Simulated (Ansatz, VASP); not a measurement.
# Si3BTe2: VASP beside Ansatz

```
CELL_PARAMETERS angstrom
3.12178 0.00000 0.00000
0.00000 3.12178 0.00000
0.00000 0.00000 12.67979
ATOMIC_POSITIONS crystal
Si 0.00000 0.00000 0.70033
Si 0.00000 0.00000 0.24475
Si 0.50000 0.50000 0.78714
B 0.50000 0.50000 0.27738
Te 0.00000 0.00000 0.03654
Te 0.50000 0.50000 0.45386
```

Change from the starting cell: species swapped into the MnAl2Cr3 type (P4mm, No. 99).

Alike in both runs: functional PBE; k mesh 6 × 6 × 2; occupations gaussian, width 0.1 eV; no spin polarisation.

Ansatz relaxed the structure, and its values are those at the end. VASP's run is a single point on that final structure, the one shown.

|  | VASP | Ansatz |
| --- | --- | --- |
| version | VASP 6.6.1 | Ansatz 0.2.0 |
| potentials or method | VASP PAW PBE potentials, release 64 (Si, B, Te), cutoff 520 eV | scalar-relativistic, plane waves, PAW |
| valence electrons in the cell | 27 | 47 |

VASP gave:

| Item | Value |
| --- | --- |
| gap on the k mesh at the Fermi level (eV) | none |
| pressure (GPa) | 0.1 |
| rms of the force components (eV/Å) | 0.020 |

Task: Which values does Ansatz return?

Result: gap on the k mesh at the Fermi level (eV): none; pressure (GPa): 0.2; rms of the force components (eV/Å): 0.012.

A gap of «none» marks a metal or a gap that the smearing closes. VASP's potentials hold 27 valence electrons a cell and Ansatz's 47, so a difference there can come from the potentials and not from the codes.

Spin-orbit coupling is off throughout.
